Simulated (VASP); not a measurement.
Wanted: the native input for a VASP 6.6.1 run.

- Task: relaxation of cell and atoms
- Functional: PBE
- Potentials or basis: VASP PAW PBE potentials, release 64 (Tl_d, Br)
- Cutoff: 500 eV
- k mesh: 4 × 4 × 4
- Occupations: gaussian, width 0.01 eV
- Spin: no spin polarisation
- Target pressure: 20 GPa
- Dipole correction: no
- Further INCAR settings: ALGO = Normal; EDIFF = 1e-07; IBRION = 2; EDIFFG = -0.05; NSW = 80; ISIF = 3

The structure of TlBr lies in POSCAR:

```
TlBr
1.0
    3.9800000000      0.0000000000      0.0000000000
    0.0000000000      3.9800000000      0.0000000000
    0.0000000000      0.0000000000      3.9800000000
Tl Br
1 1
Direct
    0.0000000000      0.0000000000      0.0000000000
    0.5000000000      0.5000000000      0.5000000000
```

One way to write it, as run:

INCAR

```
PREC     = Accurate       # precision mode
ENCUT    = 500            # plane-wave cutoff, eV
EDIFF    = 1E-7           # SCF threshold, eV
ISMEAR   = 0              # smearing method
SIGMA    = 0.01           # smearing width, eV
LREAL    = False          # projectors in reciprocal space
LASPH    = True           # aspherical terms in the spheres
NELM     = 120            # most SCF steps
ALGO     = Normal         # electronic algorithm
ISIF     = 3              # what is computed and relaxed
LWAVE    = False          # write WAVECAR
LCHARG   = False          # write CHGCAR
GGA      = PE             # functional
IBRION   = 2              # ionic algorithm
NSW      = 80             # ionic steps
EDIFFG   = -0.05          # ionic threshold
PSTRESS  = 200.0        
GGA_COMPAT= False        
NELMIN   = 4
```

KPOINTS

```
Automatic mesh
0
Gamma
  4 4 4
```

Potentials or basis: VASP PAW PBE potentials, release 64 (Tl_d, Br).

Command:

```sh
$ cat potpaw_PBE.64/Tl_d/POTCAR potpaw_PBE.64/Br/POTCAR > POTCAR
$ mpirun -np 1 vasp_std > vasp.out
```

It gave:

```json
{
  "Relaxed volume": "22.90 Å³/atom",
  "Relaxed cell": "a = 3.578 Å, b = 3.578 Å, c = 3.578 Å, α = 90.00°, β = 90.00°, γ = 90.00°",
  "Space group after relaxing (to 0.1 Å)": "Pm-3m (No. 221)",
  "Energy change on relaxing (the run minimises the enthalpy)": "+433.5 meV/atom",
  "Ionic steps": "3",
  "Pressure after relaxing": "19.7 GPa",
  "Band gap on the k mesh": "0.26 eV (least direct gap 0.77 eV)"
}
```

Caveat: the cell is relaxed towards a set pressure, so the run minimises the enthalpy, not the energy; the volume moved by over 15 % at a fixed basis, so the end points are rough; spin-orbit coupling is left out, which moves the levels of the heavy elements.

Wall time 16 s on 1 thread of Intel(R) Xeon(R) Platinum 8488C (Sapphire Rapids), on a shared host, peak memory 0.18 GiB.
